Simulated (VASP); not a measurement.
# La (Pm-3m) in VASP: notebook

Runs on La. Level: PBE. Tasks: single point.

All numbers are computed with VASP 6.6.1; they aren't measurements. Logs are shortened: lines on timing, memory, paths and dates and some standing lists are left out, and cuts for length are marked.

## Step 1: The cell of the first run

Symmetry: Pm-3m, No. 221, cubic system. The conventional cell has a = 3.188 Å, b = 3.188 Å, c = 3.188 Å, α = 90.00°, β = 90.00°, γ = 90.00°. Within 4.2 Å of La (site symmetry m-3m) lie 6 La at 3.19 Å.

This isn't the form of La at room conditions, which is double hcp.

## Step 2: Single point, PBE (32.40 Å³/atom)

File INCAR:

```
ALGO = Normal
EDIFF = 1E-7
ENCUT = 520
GGA = PE
ISIF = 2
ISMEAR = -1
LASPH = T
LCHARG = T
LELF = T
LREAL = F
LVHAR = T
LWAVE = F
NBANDS = 12
NELM = 80
PREC = Accurate
SIGMA = 0.1
```

File KPOINTS:

```
k-points
0
Gamma
  16 16 16
```

File POSCAR:

```
La
1.0
    3.1880866126      0.0000000000      0.0000000000
    0.0000000000      3.1880866126      0.0000000000
    0.0000000000      0.0000000000      3.1880866126
La
1
Direct
    0.0000000000      0.0000000000      0.0000000000
```

Potentials or basis: VASP PAW PBE potentials, release 64 (La).

The run is started by

```
$ cat potpaw_PBE.64/La/POTCAR > POTCAR
$ mpirun -np 1 vasp_std > vasp.out
```

OUTCAR:

```text
EDIFF = 1E-7
   ENCUT = 520
   GGA = PE
   ISIF = 2
   ISMEAR = -1
   LASPH = T
   LREAL = F
   NELM = 80
   PREC = Accurate

 ion  position               nearest neighbor table
   1  0.000  0.000  0.000-

  LATTYP: Found a simple cubic cell.
 ALAT       =     3.1880866126

  Lattice vectors:

 A1 = (   3.1880866126,   0.0000000000,   0.0000000000)
 A2 = (   0.0000000000,   3.1880866126,   0.0000000000)
 A3 = (   0.0000000000,   0.0000000000,   3.1880866126)

Analysis of symmetry for initial positions (statically):
=====================================================================
 Subroutine PRICEL returns:
 Original cell was already a primitive cell.

 Routine SETGRP: Setting up the symmetry group for a
 simple cubic supercell.

 Subroutine GETGRP returns: Found 48 space group operations
 (whereof 48 operations were pure point group operations)
 out of a pool of 48 trial point group operations.

The static configuration has the point symmetry O_h .

Analysis of symmetry for dynamics (positions and initial velocities):
=====================================================================
 Subroutine PRICEL returns:
 Original cell was already a primitive cell.

 Routine SETGRP: Setting up the symmetry group for a
 simple cubic supercell.

 Subroutine GETGRP returns: Found 48 space group operations
 (whereof 48 operations were pure point group operations)
 out of a pool of 48 trial point group operations.

The dynamic configuration has the point symmetry O_h .

 Subroutine INISYM returns: Found 48 space group operations
 (whereof 48 operations are pure point group operations),
 and found     1 'primitive' translations

----------------------------------------------------------------------------------------

                                     Primitive cell

  volume of cell :      32.4034

  direct lattice vectors                    reciprocal lattice vectors
     3.188086613  0.000000000  0.000000000     0.313667764  0.000000000  0.000000000
     0.000000000  3.188086613  0.000000000     0.000000000  0.313667764  0.000000000
     0.000000000  0.000000000  3.188086613     0.000000000  0.000000000  0.313667764

  length of vectors
     3.188086613  3.188086613  3.188086613     0.313667764  0.313667764  0.313667764

  position of ions in fractional coordinates (direct lattice)
     0.000000000  0.000000000  0.000000000

[... 75 lines left out ...]
   EDIFF  = 0.1E-06   stopping-criterion for ELM
   LREAL  =      F    real-space projection
   EDIFFG = 0.1E-05   stopping-criterion for IOM
   NSW    =      0    number of steps for IOM
   IBRION =     -1    ionic relax: 0-MD 1-quasi-New 2-CG
   NFREE  =      0    steps in history (QN), initial steepest desc. (CG)
   ISIF   =      2    stress and relaxation
   ISYM   =      2    0-nonsym 1-usesym 2-fastsym
   POTIM  = 0.5000    time-step for ionic-motion
   TEBEG  =    0.0;   TEEND  =   0.0 temperature during run
   PSTRESS=    0.0 pullay stress
   NELECT =      11.0000    total number of electrons
   NUPDOWN=      -1.0000    fix difference up-down
   EMIN   =  10.00;   EMAX   =-10.00  energy-range for DOS
   EFERMI =   0.00;   METHOD = LEGACY
   ISMEAR =    -1;   SIGMA  =   0.10  broadening in eV -4-tet -1-fermi 0-gaus
   EFERMI_NEDOS =   21; number of points for ismear=-14 and -15
   IALGO  =     38    algorithm
   IMIX   =      4    mixing-type and parameters
     AMIX     =   0.40;   BMIX     =  1.00
     AMIX_MAG =   1.60;   BMIX_MAG =  1.00
  volume/ion in A,a.u.               =      32.40       218.67
  Fermi-wavevector in a.u.,A,eV,Ry     =   1.142025  2.158114 17.745006  1.304221
  Thomas-Fermi vector in A             =   2.278724
   LORBIT       =      0    0 simple, 1 ext, 2 COOP (PROOUT), +10 PAW based schemes
   GGA     = PE    functional components
[... 5 lines left out ...]
 non-spin polarized calculation
  energy-cutoff  :      520.00
  volume of cell :       32.40
 maximum number of plane-waves:       912
 NGX is ok and might be reduce to    24
   NGX = 11   NGY = 11   NGZ = 11

 number of electron      10.9999997 magnetization

 Free energy of the ion-electron system (eV)
  ---------------------------------------------------
  ext. energy  EPLUGINS =         0.00000000
  ---------------------------------------------------
  free energy    TOTEN  =        -4.36625564 eV

  energy without entropy =       -4.30563406  energy(sigma->0) =       -4.33594485

 E-fermi :   9.1003     XC(G=0): -10.0710

 val. band max:        9.0983564670   @ k =   0.4375   0.2500   0.0000
 cond. band min:       9.1107834672   @ k =   0.2500   0.2500   0.0625
 fundamental gap:      0.0124270003
 Fermi energy:         9.1002877440

 k-point     1 :       0.0000    0.0000    0.0000
  band No.  band energies     occupation
      1     -23.9667      2.00000
      2      -6.3108      2.00000
      3      -6.3108      2.00000
      4      -6.3108      2.00000
      5       6.4033      2.00000
      6       7.7645      2.00000
      7       7.7645      2.00000
      8      11.2549      0.00000
      9      11.2549      0.00000
     10      11.2549      0.00000
     11      11.5388      0.00000
     12      11.5388      0.00000
[... 331 lines left out ...]
 k-point    24 :       0.5000    0.1250    0.0000
  band No.  band energies     occupation
      1     -23.5555      2.00000
      2      -8.8378      2.00000
      3      -6.4516      2.00000
      4      -5.9925      2.00000
      5       8.8400      1.86205
      6       9.3019      0.23504
      7       9.5557      0.02082
      8      10.5328      0.00000
      9      11.3770      0.00000
     10      11.4643      0.00000
     11      11.5117      0.00000
     12      11.6082      0.00000

 [... further k-points ...]

------------------------ aborting loop because EDIFF is reached ----------------------------------------

  FORCE on cell =-STRESS in cart. coord.  units (eV):
  Direction    XX          YY          ZZ          XY          YZ          ZX
  --------------------------------------------------------------------------------------
  -------------------------------------------------------------------------------------
  Total        0.7673654      0.7673654      0.7673654     -0.0000000      0.0000000      0.0000000
  in kB       37.9421935     37.9421935     37.9421935     -0.0000000      0.0000000      0.0000000
  external PRESSURE =      37.9421935 kB  Pullay stress =       0.0000000 kB

 VOLUME and BASIS-vectors are now :
 -----------------------------------------------------------------------------
  energy-cutoff  :      520.00
  volume of cell :       32.40
      direct lattice vectors                 reciprocal lattice vectors
     3.188086613  0.000000000  0.000000000     0.313667764  0.000000000  0.000000000
     0.000000000  3.188086613  0.000000000     0.000000000  0.313667764  0.000000000
     0.000000000  0.000000000  3.188086613     0.000000000  0.000000000  0.313667764

 POSITION                                       TOTAL-FORCE (eV/Angst)
 -----------------------------------------------------------------------------------
      0.00000      0.00000      0.00000         0.000000      0.000000      0.000000
 -----------------------------------------------------------------------------------
    total drift:                               -0.000000      0.000000      0.000000

  FREE ENERGIE OF THE ION-ELECTRON SYSTEM (eV)
  ---------------------------------------------------
  free  energy   TOTEN  =        -4.3662556364 eV

  energy  without entropy=       -4.3056340614  energy(sigma->0) =       -4.33594485
```

stdout:

```text
POSCAR found type information on POSCAR La
 POSCAR found :  1 types and       1 ions
 scaLAPACK will be used
 LDA part: xc-table for (Slater+PW92), standard interpolation
 POSCAR, INCAR and KPOINTS ok, starting setup
 FFT: planning ... GRIDC
 FFT: planning ... GRID_SOFT
 FFT: planning ... GRID
 WAVECAR not read
 entering main loop
```

It took 29 s on 1 thread of Intel Xeon Platinum 8488C (Sapphire Rapids), shared host; peak memory 0.21 GiB.

What came out:

```yaml
Free_energy: -4.3663 eV
Pressure: 3.8 GPa
Band_gap_on_the_k_mesh: zero (an odd number of electrons rules out a gap without spin polarisation)
```

Caveat: the cell stands under pressure; spin-orbit coupling is left out, which moves the levels of the heavy elements.

## Step 3: Single point, PBE (33.88 Å³/atom)

This run uses another cell than the first one, of 33.88 Å³/atom.

File INCAR:

```
ALGO     = Normal         # electronic algorithm
EDIFF    = 1E-6           # SCF threshold, eV
ENCUT    = 520            # plane-wave cutoff, eV
GGA      = PE             # functional
ISIF     = 2              # what is computed and relaxed
ISMEAR   = -1             # smearing method
LASPH    = True           # aspherical terms in the spheres
LCHARG   = False          # write CHGCAR
LREAL    = False          # projectors in reciprocal space
LWAVE    = False          # write WAVECAR
NBANDS   = 12             # bands
NELM     = 80             # most SCF steps
PREC     = Accurate       # precision mode
SIGMA    = 0.1            # smearing width, eV
```

KPOINTS is that of step 2.

File POSCAR:

```
La
1.0
    3.2356770112      0.0000000000      0.0000000000
    0.0000000000      3.2356770112      0.0000000000
    0.0000000000      0.0000000000      3.2356770112
La
1
Direct
    0.0000000000      0.0000000000      0.0000000000
```

Potentials or basis: VASP PAW PBE potentials, release 64 (La).

The run is started by

```
$ cat potpaw_PBE.64/La/POTCAR > POTCAR
$ mpirun -np 1 vasp_std > vasp.out
```

It took 29 s on 1 thread of Intel Xeon Platinum 8488C (Sapphire Rapids), shared host; peak memory 0.2 GiB.

Results (log left out):

| Quantity | Value |
| --- | --- |
| Free energy | -4.3942 eV |
| Pressure | 2.3 GPa |
| Band gap on the k mesh | zero (an odd number of electrons rules out a gap without spin polarisation) |

Levels at points of the mesh, in eV from the Fermi level:
```tsv
k point	band 3	band 4	band 5	band 6	band 7	band 8
(0.00, 0.00, 0.00)	-15.56	-15.56	-2.76	-1.25	-1.25	2.06
(0.50, 0.00, 0.00)	-15.31	-15.31	-0.48	-0.34	0.97	1.48
(0.50, 0.50, 0.00)	-17.51	-15.08	-2.73	0.71	1.55	1.55
(0.50, 0.50, 0.50)	-17.17	-17.17	-1.27	-1.27	-1.27	1.21
```

Caveat: spin-orbit coupling is left out, which moves the levels of the heavy elements.
